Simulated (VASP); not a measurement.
# Al2Cu in VASP: a series of runs

The runs below take Al2Cu through single point, with PBE.

All numbers are computed with VASP 6.6.1; they aren't measurements. Logs are shortened: lines on timing, memory, paths and dates and some standing lists are left out, and cuts for length are marked.

## Step 1: The cell of the first run

The structure is orthorhombic, space group Imm2 (No. 44). Conventional cell: a = 4.089 Å, b = 5.783 Å, c = 4.089 Å, α = 90.00°, β = 90.00°, γ = 90.00°. Al (site symmetry m) has 4 Cu at 2.43 to 2.58 Å and 6 Al at 2.89 Å within 3.2 Å. Cu (site symmetry mm2) has 8 Al at 2.43 to 2.58 Å within 3.2 Å.

## Step 2: Single point, PBE (atoms displaced along several vibrational modes)

Input file INCAR:

```
PREC = Accurate ; ENCUT = 520
EDIFF = 1E-6 ; ISMEAR = 0
SIGMA = 0.15 ; LREAL = F
LASPH = T ; NELM = 80
ALGO = Fast ; ISIF = 2
LWAVE = F ; LCHARG = F
GGA = PE ; NBANDS = 16
```

Input file KPOINTS:

```
Automatic mesh
0
Gamma
  14 14 14
```

Input file POSCAR:

```
Al2Cu
1.0
   -2.0446004822      2.0446004822      2.8914013846
    2.0446004822     -2.0446004822      2.8914013846
    2.0446004822      2.0446004822     -2.8914013846
Al Cu
2 1
Direct
    0.7500000000      0.2371001288      0.4871001288
    0.2500000000      0.7371001288      0.4871001288
    0.5000000000      0.5109545328      0.0109545328
```

Potentials or basis: VASP PAW PBE potentials, release 64 (Al, Cu).

Run with:

```
$ cat potpaw_PBE.64/Al/POTCAR potpaw_PBE.64/Cu/POTCAR > POTCAR
$ mpirun -np 1 vasp_std > vasp.out
```

OUTCAR:

```text
PREC = Accurate
   ENCUT = 520
   EDIFF = 1E-6
   ISMEAR = 0
   LREAL = F
   LASPH = T
   NELM = 80
   ISIF = 2
   GGA = PE

 ion  position               nearest neighbor table
   1  0.750  0.237  0.487-   3 2.43   3 2.51   3 2.51   3 2.58   2 2.89   2 2.89   2 2.89   2 2.89
                             2 2.89   2 2.89
   2  0.250  0.737  0.487-   3 2.43   3 2.51   3 2.51   3 2.58   1 2.89   1 2.89   1 2.89   1 2.89
                             1 2.89   1 2.89
   3  0.500  0.511  0.011-   1 2.43   2 2.43   1 2.51   2 2.51   2 2.51   1 2.51   2 2.58   1 2.58

  LATTYP: Found a body centered tetragonal cell.
 ALAT       =     4.0892009644
 C/A-ratio  =     1.4141644834

  Lattice vectors:

 A1 = (  -2.0446004822,   2.0446004822,   2.8914013846)
 A2 = (   2.0446004822,  -2.0446004822,   2.8914013846)
 A3 = (   2.0446004822,   2.0446004822,  -2.8914013846)

Analysis of symmetry for initial positions (statically):
=====================================================================
 Subroutine PRICEL returns:
 Original cell was already a primitive cell.

 Routine SETGRP: Setting up the symmetry group for a
 body centered tetragonal supercell.

 Subroutine GETGRP returns: Found  4 space group operations
 (whereof  4 operations were pure point group operations)
 out of a pool of 16 trial point group operations.

The static configuration has the point symmetry C_2v.

Analysis of symmetry for dynamics (positions and initial velocities):
=====================================================================
 Subroutine PRICEL returns:
 Original cell was already a primitive cell.

 Routine SETGRP: Setting up the symmetry group for a
 body centered tetragonal supercell.

 Subroutine GETGRP returns: Found  4 space group operations
 (whereof  4 operations were pure point group operations)
 out of a pool of 16 trial point group operations.

The dynamic configuration has the point symmetry C_2v.

 Subroutine INISYM returns: Found  4 space group operations
 (whereof  4 operations are pure point group operations),
 and found     1 'primitive' translations

----------------------------------------------------------------------------------------

                                     Primitive cell

  volume of cell :      48.3488

  direct lattice vectors                    reciprocal lattice vectors
    -2.044600482  2.044600482  2.891401385     0.000000000  0.244546553  0.172926527
     2.044600482 -2.044600482  2.891401385     0.244546553  0.000000000  0.172926527
     2.044600482  2.044600482 -2.891401385     0.244546553  0.244546553  0.000000000

  length of vectors
     4.089130009  4.089130009  4.089130009     0.299510601  0.299510601  0.345841052

  position of ions in fractional coordinates (direct lattice)
     0.750000000  0.237100129  0.487100129
     0.250000000  0.737100129  0.487100129
     0.500000000  0.510954533  0.010954533

  ion indices of the primitive-cell ions
   primitive index   ion index
                 1           1
                 2           2
                 3           3

----------------------------------------------------------------------------------------

 KPOINTS: Automatic mesh

Automatic generation of k-mesh.
 Grid dimensions read from file:
 generate k-points for:   14   14   14

 Generating k-lattice:

  Cartesian coordinates                     Fractional coordinates (reciprocal lattice)
     0.000000000  0.017467611  0.012351895     0.071428571 -0.000000000  0.000000000
     0.017467611  0.000000000  0.012351895    -0.000000000  0.071428571  0.000000000
     0.017467611  0.017467611  0.000000000     0.000000000  0.000000000  0.071428571

  Length of vectors
     0.021393614  0.021393614  0.024702932

  Shift w.r.t. Gamma in fractional coordinates (k-lattice)
     0.000000000  0.000000000  0.000000000

 Subroutine IBZKPT returns following result:
 ===========================================

 Found    428 irreducible k-points:

 Following reciprocal coordinates:
            Coordinates               Weight
  0.000000  0.000000  0.000000      1.000000
  0.071429  0.000000  0.000000      4.000000
  0.000000  0.071429  0.000000      4.000000
  0.142857  0.000000  0.000000      4.000000
  0.000000  0.142857  0.000000      4.000000
  0.214286  0.000000  0.000000      4.000000
[... 16 lines left out ...]
  0.357143  0.071429  0.000000      8.000000
  0.000000  0.428571 -0.071429      8.000000
 [... further k-points ...]
   k-points           NKPTS =    428   k-points in BZ     NKDIM =    428   number of bands    NBANDS=     16
   number of dos      NEDOS =    301   number of ions     NIONS =      3
   total plane-waves  NPLWV =  27000
   dimension x,y,z NGX =    30 NGY =   30 NGZ =   30
   dimension x,y,z NGXF=    60 NGYF=   60 NGZF=   60
   ions per type =               2   1
   NGX,Y,Z   is equivalent  to a cutoff of  12.20, 12.20, 12.20 a.u.
   NGXF,Y,Z  is equivalent  to a cutoff of  24.39, 24.39, 24.39 a.u.
 SYSTEM =  unknown system
   PREC   = accura    normal or accurate (medium, high low for compatibility)
   ISTART =      0    job   : 0-new  1-cont  2-samecut
   ICHARG =      2    charge: 1-file 2-atom 10-const
   ISPIN  =      1    spin polarized calculation?
   LNONCOLLINEAR =      F non collinear calculations
   LSORBIT =      F    spin-orbit coupling
   LASPH  =      T    aspherical Exc in radial PAW
   ENCUT  =  520.0 eV  38.22 Ry    6.18 a.u.   7.60  7.60  7.60*2*pi/ulx,y,z
   NELM   =     80;   NELMIN=  2; NELMDL= -5     # of ELM steps
   EDIFF  = 0.1E-05   stopping-criterion for ELM
   LREAL  =      F    real-space projection
   EDIFFG = 0.1E-04   stopping-criterion for IOM
   NSW    =      0    number of steps for IOM
   IBRION =     -1    ionic relax: 0-MD 1-quasi-New 2-CG
   NFREE  =      0    steps in history (QN), initial steepest desc. (CG)
   ISIF   =      2    stress and relaxation
   ISYM   =      2    0-nonsym 1-usesym 2-fastsym
   POTIM  = 0.5000    time-step for ionic-motion
   TEBEG  =    0.0;   TEEND  =   0.0 temperature during run
   PSTRESS=    0.0 pullay stress
   NELECT =      17.0000    total number of electrons
   NUPDOWN=      -1.0000    fix difference up-down
   EMIN   =  10.00;   EMAX   =-10.00  energy-range for DOS
   EFERMI =   0.00;   METHOD = LEGACY
   ISMEAR =     0;   SIGMA  =   0.15  broadening in eV -4-tet -1-fermi 0-gaus
   EFERMI_NEDOS =   21; number of points for ismear=-14 and -15
   IALGO  =     68    algorithm
   IMIX   =      4    mixing-type and parameters
     AMIX     =   0.40;   BMIX     =  1.00
     AMIX_MAG =   1.60;   BMIX_MAG =  1.00
  volume/ion in A,a.u.               =      16.12       108.76
  Fermi-wavevector in a.u.,A,eV,Ry     =   1.155481  2.183542 18.165624  1.335136
  Thomas-Fermi vector in A             =   2.292109
   LORBIT       =      0    0 simple, 1 ext, 2 COOP (PROOUT), +10 PAW based schemes
   GGA     = PE    functional components
   LHFCALC =     F    Hartree Fock is set to
   AEXX    =    0.0000 exact exchange contribution
   IVDW    =     0    specifies the selected vdW correction
   LEPSILON=     F    determine dielectric tensor
   LRPA    =     F    only Hartree local field effects (RPA)
 non-spin polarized calculation
 RMM-DIIS sequential band-by-band and
 Gauss-broadening in eV      SIGMA  =   0.15
  energy-cutoff  :      520.00
  volume of cell :       48.35
 maximum number of plane-waves:      1323
   NGX = 15   NGY = 15   NGZ = 15

 number of electron      17.0000000 magnetization

 Free energy of the ion-electron system (eV)
  ---------------------------------------------------
  ext. energy  EPLUGINS =         0.00000000
  ---------------------------------------------------
  free energy    TOTEN  =       -11.71858582 eV

  energy without entropy =      -11.70787994  energy(sigma->0) =      -11.71323288

 E-fermi :   6.9041     XC(G=0): -10.4049

 val. band max:        6.8949347200   @ k =  -0.1429  -0.2857   0.1429
 cond. band min:       6.9091812064   @ k =   0.0000   0.1429   0.0000
 fundamental gap:      0.0142464864
 Fermi energy:         6.9041298938

 k-point     1 :       0.0000    0.0000    0.0000
  band No.  band energies     occupation
      1      -3.2211      2.00000
      2       2.3837      2.00000
      3       2.3927      2.00000
      4       2.3934      2.00000
      5       2.9341      2.00000
      6       2.9376      2.00000
[... 8 lines left out ...]
     15      13.7870      0.00000
     16      13.7886      0.00000

 k-point     2 :       0.0714    0.0000    0.0000
  band No.  band energies     occupation
      1      -3.1535      2.00000
      2       2.3696      2.00000
      3       2.3948      2.00000
      4       2.4036      2.00000
      5       2.9313      2.00000
      6       2.9348      2.00000
[... 8 lines left out ...]
     15      13.0682      0.00000
     16      13.6331      0.00000

 k-point     3 :       0.0000    0.0714    0.0000
  band No.  band energies     occupation
      1      -3.1535      2.00000
      2       2.3636      2.00000
      3       2.4015      2.00000
      4       2.4032      2.00000
      5       2.9312      2.00000
      6       2.9348      2.00000
[... 8 lines left out ...]
     15      13.0652      0.00000
     16      13.6246      0.00000

 k-point     4 :       0.1429    0.0000    0.0000
  band No.  band energies     occupation
      1      -2.9512      2.00000
      2       2.3001      2.00000
      3       2.4232      2.00000
      4       2.4319      2.00000
      5       2.9258      2.00000
      6       2.9290      2.00000
[... 8 lines left out ...]
     15      12.7181      0.00000
     16      13.3344      0.00000
[... 324 lines left out ...]
 k-point    22 :      -0.0000    0.3571   -0.0714
  band No.  band energies     occupation
      1      -1.9170      2.00000
      2       1.8544      2.00000
      3       2.4971      2.00000
      4       2.5316      2.00000
      5       2.9049      2.00000
      6       2.9735      2.00000
[... 8 lines left out ...]
     15      13.9935      0.00000
     16      16.1159      0.00000

 k-point    23 :       0.3571    0.0714    0.0000
  band No.  band energies     occupation
      1      -1.3105      2.00000
      2       1.3858      2.00000
      3       2.5063      2.00000
      4       2.5458      2.00000
      5       2.9386      2.00000
      6       2.9904      2.00000
[... 8 lines left out ...]
     15      15.0941      0.00000
     16      17.1894      0.00000

 k-point    24 :       0.0000    0.4286   -0.0714
  band No.  band energies     occupation
      1      -1.3099      2.00000
      2       1.3853      2.00000
      3       2.5106      2.00000
      4       2.5481      2.00000
      5       2.9363      2.00000
      6       2.9917      2.00000
[... 8 lines left out ...]
     15      15.0894      0.00000
     16      17.1870      0.00000

 [... further k-points ...]
[... 5 lines left out ...]
  --------------------------------------------------------------------------------------
  -------------------------------------------------------------------------------------
  Total        0.3037989      0.0951807      0.2524255      0.0000000      0.0000000      0.0000000
  in kB       10.0672634      3.1540915      8.3648559      0.0000000      0.0000000      0.0000000
  external PRESSURE =       7.1954036 kB  Pullay stress =       0.0000000 kB

 VOLUME and BASIS-vectors are now :
 -----------------------------------------------------------------------------
  energy-cutoff  :      520.00
  volume of cell :       48.35
      direct lattice vectors                 reciprocal lattice vectors
    -2.044600482  2.044600482  2.891401385     0.000000000  0.244546553  0.172926527
     2.044600482 -2.044600482  2.891401385     0.244546553  0.000000000  0.172926527
     2.044600482  2.044600482 -2.891401385     0.244546553  0.244546553  0.000000000

 POSITION                                       TOTAL-FORCE (eV/Angst)
 -----------------------------------------------------------------------------------
     -0.05275      2.04460      1.44570         0.346384      0.000000      0.055747
      1.99185     -0.00000      1.44570         0.346384      0.000000     -0.055747
      0.04480     -0.00000      2.89140        -0.692767      0.000000     -0.000000
 -----------------------------------------------------------------------------------
    total drift:                               -0.000864      0.000002      0.000001

  FREE ENERGIE OF THE ION-ELECTRON SYSTEM (eV)
  ---------------------------------------------------
  free  energy   TOTEN  =       -11.7185858189 eV

  energy  without entropy=      -11.7078799398  energy(sigma->0) =      -11.71323288
```

Wall time 11 min (1 thread of Intel Xeon 8259CL, shared host); peak memory 0.43 GiB.

Results:

| Item | Value |
| --- | --- |
| Free energy | -11.7186 eV |
| Pressure | 0.7 GPa |
| Largest force | 0.693 eV/Å |
| Band gap on the k mesh | zero (an odd number of electrons rules out a gap without spin polarisation) |

Forces in eV/Å, atoms in the order of the input:
```
Al   0.346  0.000  0.056
Al   0.346  0.000 -0.056
Cu  -0.693  0.000  0.000
```

Caveat: the cell differs from its parent crystal (atoms displaced along several vibrational modes).

[end of part 1 of 2]

The gap in the log of VASP goes by the Fermi energy; the results here count the filled bands.